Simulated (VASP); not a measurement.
# Na (P6_3/mmc) in VASP: notebook

Aim: see how the results for Na move with the level of theory and the settings. Levels: PBEsol+D3(BJ), PBEsol, PBEsol+D4. Tasks: single point.

Program: VASP 6.6.1. These are calculated values, not measurements. Logs are shortened: lines on timing, memory, paths and dates and some standing lists are left out, and cuts for length are marked.

**1. The cell of the first run**

It takes space group P6_3/mmc (No. 194, hexagonal). Conventional cell: a = 3.624 Å, b = 3.624 Å, c = 5.816 Å, α = 90.00°, β = 90.00°, γ = 120.00°. Within 4.7 Å of Na (site symmetry -6m2) lie 12 Na at 3.58 to 3.62 Å.

**2. Single point, PBEsol+D3(BJ)**

Contents of INCAR:

```
SYSTEM = Na
PREC = Accurate
ENCUT = 520
EDIFF = 1E-6
ISMEAR = -1
SIGMA = 0.05
LREAL = .FALSE.
LASPH = .TRUE.
NELM = 100
ALGO = Normal
ISIF = 2
LWAVE = .FALSE.
LCHARG = .TRUE.
GGA = PS
IVDW = 12
LELF = .TRUE.
LVHAR = .TRUE.
NBANDS = 14
```

Contents of KPOINTS:

```
regular mesh
0
G
  8 8 5
  0 0 0
```

Contents of POSCAR:

```
Na
1.0
    3.6241891631      0.0000000000      0.0000000000
   -1.8120945815      3.1386398834      0.0000000000
    0.0000000000      0.0000000000      5.8159870428
Na
2
Direct
    0.6666666667      0.3333333333      0.7500000000
    0.3333333333      0.6666666667      0.2500000000
```

Potentials or basis: VASP PAW PBE potentials, release 64 (Na_pv).

Command:

```
$ cat potpaw_PBE.64/Na_pv/POTCAR > POTCAR
$ mpirun -np 1 vasp_std > vasp.out
```

OUTCAR:

```text
SYSTEM = Na
   PREC = Accurate
   ENCUT = 520
   EDIFF = 1E-6
   ISMEAR = -1
   LREAL = .FALSE.
   LASPH = .TRUE.
   NELM = 100
   ISIF = 2
   GGA = PS
   IVDW = 12
 IVDW          = 12

 ion  position               nearest neighbor table
   1  0.667  0.333  0.750-
   2  0.333  0.667  0.250-

  LATTYP: Found a hexagonal cell.
 ALAT       =     3.6241891631
 C/A-ratio  =     1.6047691721

  Lattice vectors:

 A1 = (   3.6241891631,   0.0000000000,   0.0000000000)
 A2 = (  -1.8120945815,   3.1386398834,   0.0000000000)
 A3 = (   0.0000000000,   0.0000000000,   5.8159870428)

Analysis of symmetry for initial positions (statically):
=====================================================================
 Subroutine PRICEL returns:
 Original cell was already a primitive cell.

 Routine SETGRP: Setting up the symmetry group for a
 hexagonal supercell.

 Subroutine GETGRP returns: Found 24 space group operations
 (whereof 12 operations were pure point group operations)
 out of a pool of 24 trial point group operations.

The static configuration has the point symmetry D_3d.
 The point group associated with its full space group is D_6h.

Analysis of symmetry for dynamics (positions and initial velocities):
=====================================================================
 Subroutine PRICEL returns:
 Original cell was already a primitive cell.

 Routine SETGRP: Setting up the symmetry group for a
 hexagonal supercell.

 Subroutine GETGRP returns: Found 24 space group operations
 (whereof 12 operations were pure point group operations)
 out of a pool of 24 trial point group operations.

The dynamic configuration has the point symmetry D_3d.
 The point group associated with its full space group is D_6h.

 Subroutine INISYM returns: Found 24 space group operations
 (whereof 12 operations are pure point group operations),
 and found     1 'primitive' translations

----------------------------------------------------------------------------------------

                                     Primitive cell

  volume of cell :      66.1570

  direct lattice vectors                    reciprocal lattice vectors
     3.624189163  0.000000000  0.000000000     0.275923787  0.159304673  0.000000000
    -1.812094582  3.138639883  0.000000000     0.000000000  0.318609346  0.000000000
     0.000000000  0.000000000  5.815987043     0.000000000  0.000000000  0.171939860

  length of vectors
[... 92 lines left out ...]
   PSTRESS=    0.0 pullay stress
   NELECT =      14.0000    total number of electrons
   NUPDOWN=      -1.0000    fix difference up-down
   EMIN   =  10.00;   EMAX   =-10.00  energy-range for DOS
   EFERMI =   0.00;   METHOD = LEGACY
   ISMEAR =    -1;   SIGMA  =   0.05  broadening in eV -4-tet -1-fermi 0-gaus
   EFERMI_NEDOS =   21; number of points for ismear=-14 and -15
   IALGO  =     38    algorithm
   IMIX   =      4    mixing-type and parameters
     AMIX     =   0.40;   BMIX     =  1.00
     AMIX_MAG =   1.60;   BMIX_MAG =  1.00
  volume/ion in A,a.u.               =      33.08       223.22
  Fermi-wavevector in a.u.,A,eV,Ry     =   0.975571  1.843562 12.949194  0.951739
  Thomas-Fermi vector in A             =   2.106121
   LORBIT       =      0    0 simple, 1 ext, 2 COOP (PROOUT), +10 PAW based schemes
   GGA     = PS    functional components
   LHFCALC =     F    Hartree Fock is set to
   AEXX    =    0.0000 exact exchange contribution
   IVDW    =    12    specifies the selected vdW correction
   LEPSILON=     F    determine dielectric tensor
   LRPA    =     F    only Hartree local field effects (RPA)
 non-spin polarized calculation
  energy-cutoff  :      520.00
  volume of cell :       66.16
 maximum number of plane-waves:      1794
 NGX is ok and might be reduce to    28
   NGX = 13   NGY = 13   NGZ = 21

 number of electron      14.0000009 magnetization

 Free energy of the ion-electron system (eV)
  ---------------------------------------------------
  ext. energy  EPLUGINS =         0.00000000
  ---------------------------------------------------
  free energy    TOTEN  =        -2.78271972 eV

  energy without entropy =       -2.77721186  energy(sigma->0) =       -2.77996579

 E-fermi :   0.6219     XC(G=0):  -6.8099

 val. band max:        0.4071023231   @ k =   0.3750   0.1250   0.2000
 cond. band min:       0.6776098695   @ k =   0.1250   0.1250   0.2000
 fundamental gap:      0.2705075463
 Fermi energy:         0.6219268226

 k-point     1 :       0.0000    0.0000    0.0000
  band No.  band energies     occupation
      1     -24.1070      2.00000
      2     -24.0589      2.00000
      3     -24.0589      2.00000
      4     -24.0513      2.00000
      5     -24.0509      2.00000
      6     -24.0509      2.00000
      7      -2.8799      2.00000
      8       1.2932      0.00000
      9       1.8423      0.00000
     10      11.1261      0.00000
     11      11.1261      0.00000
     12      11.6232      0.00000
     13      11.6232      0.00000
     14      11.7723      0.00000
[... 377 lines left out ...]
      1     -24.0983      2.00000
      2     -24.0942      2.00000
      3     -24.0692      2.00000
      4     -24.0646      2.00000
      5     -24.0626      2.00000
      6     -24.0608      2.00000
      7      -0.0001      1.99999
      8       0.8560      0.01834
      9       3.6967      0.00000
     10       4.5140      0.00000
     11       7.4530      0.00000
     12       9.0149      0.00000
     13       9.0366      0.00000
     14       9.7438      0.00000

 [... further k-points ...]

------------------------ aborting loop because EDIFF is reached ----------------------------------------

 Edisp (eV)   -0.34774

 E8    (eV) :    -0.2462

  FORCE on cell =-STRESS in cart. coord.  units (eV):
  Direction    XX          YY          ZZ          XY          YZ          ZX
  --------------------------------------------------------------------------------------
  -------------------------------------------------------------------------------------
  Total       0.00073     0.00073     0.00524     0.00000    -0.00000     0.00000
  in kB       0.01765     0.01765     0.12699     0.00000    -0.00000     0.00000
  external pressure =        0.05 kB  Pullay stress =        0.00 kB

 VOLUME and BASIS-vectors are now :
 -----------------------------------------------------------------------------
  energy-cutoff  :      520.00
  volume of cell :       66.16
      direct lattice vectors                 reciprocal lattice vectors
     3.624189163  0.000000000  0.000000000     0.275923787  0.159304673  0.000000000
    -1.812094582  3.138639883  0.000000000     0.000000000  0.318609346  0.000000000
     0.000000000  0.000000000  5.815987043     0.000000000  0.000000000  0.171939860

 POSITION                                       TOTAL-FORCE (eV/Angst)
 -----------------------------------------------------------------------------------
      1.81209      1.04621      4.36199         0.000000     -0.000000      0.000000
     -0.00000      2.09243      1.45400        -0.000000      0.000000     -0.000000
 -----------------------------------------------------------------------------------
    total drift:                               -0.000000      0.000000      0.000000

  FREE ENERGIE OF THE ION-ELECTRON SYSTEM (eV)
  ---------------------------------------------------
  free  energy   TOTEN  =        -3.1304615114 eV

  energy  without entropy=       -3.1249536562  energy(sigma->0) =       -3.12770758
```

OSZICAR:

```text
N       E                     dE             d eps       ncg     rms          rms(c)
DAV:   1     0.101076674138E+03    0.10108E+03   -0.76601E+03   840   0.101E+03
DAV:   2     0.119636022116E+01   -0.99880E+02   -0.98570E+02   888   0.278E+02
DAV:   3    -0.273480577598E+01   -0.39312E+01   -0.39275E+01  1086   0.626E+01
DAV:   4    -0.278731144306E+01   -0.52506E-01   -0.52503E-01   954   0.798E+00
DAV:   5    -0.278842966760E+01   -0.11182E-02   -0.11182E-02  1068   0.116E+00    0.354E-01
DAV:   6    -0.278430421774E+01    0.41254E-02   -0.49619E-03  1020   0.111E+00    0.210E-01
DAV:   7    -0.278281902794E+01    0.14852E-02   -0.42940E-03  1080   0.898E-01    0.646E-02
DAV:   8    -0.278271912347E+01    0.99904E-04   -0.45095E-04  1068   0.377E-01    0.349E-03
DAV:   9    -0.278271971927E+01   -0.59580E-06   -0.48138E-06   972   0.270E-02
   1 F= -.31304615E+01 E0= -.31277076E+01  d E =-.550786E-02
```

stdout:

```text
POSCAR found type information on POSCAR Na
 POSCAR found :  1 types and       2 ions
 scaLAPACK will be used
 -----------------------------------------------------------------------------
|                                                                             |
|                                                                             |
|     You enforced a specific xc type in the INCAR file but a different       |
|     I HOPE YOU KNOW WHAT YOU ARE DOING!                                     |
|                                                                             |
 -----------------------------------------------------------------------------

 LDA part: xc-table for (Slater+PW92), standard interpolation
 POSCAR, INCAR and KPOINTS ok, starting setup
 FFT: planning ... GRIDC
 FFT: planning ... GRID_SOFT
 FFT: planning ... GRID
 WAVECAR not read
 entering main loop
```

Run time: 13 s. Hardware: 1 thread of AMD EPYC 9R45 (Zen 5), shared host; peak memory 0.15 GiB.

Results:

```
Free energy                : -3.1305 eV
Pressure                   : 0.0 GPa
Band gap on the k mesh     : zero (band 7 reaches 2.13 eV, above the bottom of band 8 at -1.24 eV)
Dispersion energy per atom : -0.174 eV
```

Caveat: the PAW data sets were made with another functional, which shifts forces and pressure a little; pairwise dispersion overbinds metals, which lowers pressure and volume.

(Part 1 of 4 ends here.)
